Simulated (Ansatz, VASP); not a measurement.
# One calculation of Al8H, two programs

```xyz
18
Lattice="5.7135 0.0000 0.0000 0.0000 8.0801 0.0000 0.0000 0.0000 22.2433" Properties=species:S:1:pos:R:3 pbc="T T T"
Al    1.4284    2.0200    4.0000
Al    1.4284    6.0601    4.0000
Al    4.2851    2.0200    4.0000
Al    4.2851    6.0601    4.0000
Al    0.0000    0.0000    5.4284
Al    0.0000    4.0401    5.4284
Al    2.8568    0.0000    5.4284
Al    2.8568    4.0401    5.4284
Al    1.4284    2.0200    6.9012
Al    1.4284    6.0601    6.9012
Al    4.2851    2.0200    6.9012
Al    4.2851    6.0601    6.9012
Al    0.0000    0.0000    8.2433
Al    0.0000    4.0401    8.2433
Al    2.8568    0.0000    8.2433
Al    2.8568    4.0401    8.2433
H     1.4284    1.6950    9.9733
H     1.4284    2.3450    9.9733
```

Alike in both runs: task single point; functional PBE; k mesh 5 × 4 × 1; occupations gaussian, width 0.1 eV; no spin polarisation.

|  | VASP | Ansatz |
| --- | --- | --- |
| version | VASP 6.6.1 | Ansatz 0.2.0 |
| potentials or method | VASP PAW PBE potentials, release 64 (Al, H), cutoff 520 eV | scalar-relativistic, plane waves, PAW |
| valence electrons in the cell | 50 | 50 |

|  | VASP | Ansatz | Ansatz less VASP |
| --- | --- | --- | --- |
| gap on the k mesh at the Fermi level (eV) | none | none | - |
| rms of the force components (eV/Å) | 0.985 | 0.978 | -0.0066 |

Atom by atom the forces differ by 0.007 eV/Å (rms over components). A gap of «none» marks a metal or a gap that the smearing closes.
